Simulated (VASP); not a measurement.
Wanted: the native input for a VASP 6.6.1 run.

| Item | Value |
| --- | --- |
| Task | single point |
| Functional | PBE |
| Dispersion | D3(BJ) |
| Potentials or basis | VASP PAW PBE potentials, release 64 (Mo_sv, S) |
| Cutoff | 520 eV |
| k mesh | 12 × 12 × 12 |
| Occupations | gaussian, width 0.05 eV |
| Spin | no spin polarisation |
| Dipole correction | no |
| Further INCAR settings | ALGO = Normal; EDIFF = 1e-06; NBANDS = 20 |

The structure of MoS2 lies in POSCAR:

```
MoS2
1.0
    1.5764743789      0.9101779070      5.9965349857
   -1.5764743789      0.9101779070      5.9965349857
    0.0000000000     -1.8203558141      5.9965349857
Mo S
1 2
Direct
   -0.0320394681     -0.0320394681      0.0641307507
    0.8016266519      0.8016266519      0.6574240746
    0.6275963189      0.6275963189      0.4839781695
```

This cell differs from its parent crystal: atoms displaced along a vibrational mode.

The input as run:

INCAR

```
SYSTEM = MoS2
ALGO     = Normal         ! electronic algorithm
EDIFF    = 1E-6           ! SCF threshold, eV
ENCUT    = 520            ! plane-wave cutoff, eV
GGA      = PE             ! functional
ISIF     = 2              ! what is computed and relaxed
ISMEAR   = 0              ! smearing method
IVDW     = 12             ! dispersion correction
LASPH    = .True.         ! aspherical terms in the spheres
LCHARG   = .False.        ! write CHGCAR
LREAL    = .False.        ! projectors in reciprocal space
LWAVE    = .False.        ! write WAVECAR
NBANDS   = 20             ! bands
NELM     = 60             ! most SCF steps
PREC     = Accurate       ! precision mode
SIGMA    = 0.05           ! smearing width, eV
```

KPOINTS

```
k-points
0
Gamma
  12 12 12
  0 0 0
```

Potentials or basis: VASP PAW PBE potentials, release 64 (Mo_sv, S).

Run with:

```bash
$ cat potpaw_PBE.64/Mo_sv/POTCAR potpaw_PBE.64/S/POTCAR > POTCAR
$ mpirun -np 1 vasp_std > vasp.out
```

It gave:

| Property | Result |
| --- | --- |
| Pressure | 14.7 GPa |
| Largest force | 8.330 eV/Å |
| Band gap on the k mesh | zero (bands 13 and 14 overlap by 0.45 eV) |
| Dispersion energy per atom | -0.441 eV |

Caveat: the cell differs from its parent crystal (atoms displaced along a vibrational mode); the stress differs along the axes, from -1 to 25 GPa; forces of over 1 eV/Å act on the atoms, so gaps and moduli don't describe the material at rest.

Wall time 11 min on 1 thread of Intel(R) Xeon(R) Platinum 8488C (Sapphire Rapids), with other jobs on the host, peak memory 0.67 GiB.
